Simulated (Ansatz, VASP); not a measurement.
**Sb: VASP beside Ansatz**

```
CELL_PARAMETERS angstrom
2.15420 1.24373 3.75800
-2.15420 1.24373 3.75800
0.00000 -2.48746 3.75800
ATOMIC_POSITIONS crystal
Sb 0.76651 0.76651 0.76651
Sb 0.23349 0.23349 0.23349
```

Alike in both runs: task single point; functional PBE exchange alone; k mesh 8 × 8 × 8; occupations fermi-dirac, width 0.1 eV; no spin polarisation.

|  | VASP | Ansatz |
| --- | --- | --- |
| version | VASP 6.6.1 | Ansatz 0.2.0 |
| potentials or method | VASP PAW PBE potentials, release 64 (Sb) | Ansatz PAW polarizable |
| plane-wave cutoff (eV) | 520 | 420 |
| valence electrons in the cell | 10 | 30 |

VASP gave:

| Item | Value |
| --- | --- |
| gap on the k mesh at the Fermi level (eV) | none |
| pressure (GPa) | 12.6 |
| traceless stress, the component that is largest in VASP (GPa) | -0.41 |
| rms of the force components (eV/Å) | 0.219 |

**Question.** Estimate Ansatz's values.

**Answer.** gap on the k mesh at the Fermi level (eV): none; pressure (GPa): 12.3; traceless stress, the component that is largest in VASP (GPa): -0.35; rms of the force components (eV/Å): 0.184.

VASP's potentials were made for PBE, not for PBE exchange alone. Atom by atom the forces differ by 0.036 eV/Å (rms over components). A gap of «none» marks a metal or a gap that the smearing closes. VASP's potentials hold 10 valence electrons a cell and Ansatz's 30, so a difference there can come from the potentials and not from the codes.

Spin-orbit coupling is off throughout.
